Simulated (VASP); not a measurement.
**Hf: single point with LDA**

Hf:

```xyz
1
Lattice="0.0000 2.2200 2.2200 2.3310 0.0000 2.2200 2.3310 2.2200 0.0000" Properties=species:S:1:pos:R:3 pbc="T T T"
Hf    0.0000    0.0000    0.0000
```

This cell differs from its parent crystal: strain +0.0500 x Voigt [1, 0, 0, 0, 0, 0].

* Program: VASP 6.6.1
* Task: single point
* Functional: LDA
* Potentials or basis: VASP PAW LDA potentials, release 64 (Hf_pv)
* Cutoff: 520 eV
* k mesh: 18 × 18 × 18
* Occupations: gaussian, width 0.15 eV
* Spin: no spin polarisation

```json
{
  "Pressure": "-10.0 GPa",
  "Band gap on the k mesh": "zero (bands 5 and 6 overlap by 1.81 eV)"
}
```

Stress tensor (GPa, compression positive):
```
-11.68   0.00   0.00
  0.00  -9.13   0.00
  0.00   0.00  -9.13
```

Levels at points of the mesh, in eV from the Fermi level:
```
           k point  band 3  band 4  band 5  band 6  band 7  band 8
(0.00, 0.00, 0.00)  -29.96   -7.06    0.96    1.52    1.52    3.53
(0.50, 0.00, 0.00)  -30.03   -3.55    0.65    0.81    1.40    5.86
(0.50, 0.50, 0.00)  -30.21   -3.11   -2.08    2.77    5.92    6.31
(0.00, 0.50, 0.50)  -30.19   -3.23   -1.99    2.03    6.07    6.61
```

Run time: 25 s on 1 thread of Intel(R) Xeon(R) 6975P-C (Granite Rapids) (shared host), peak memory 0.22 GiB.

Caveat: the cell differs from its parent crystal (strain +0.0500 x Voigt [1, 0, 0, 0, 0, 0]); the cell stands under tension; spin-orbit coupling is left out, which moves the levels of the heavy elements.
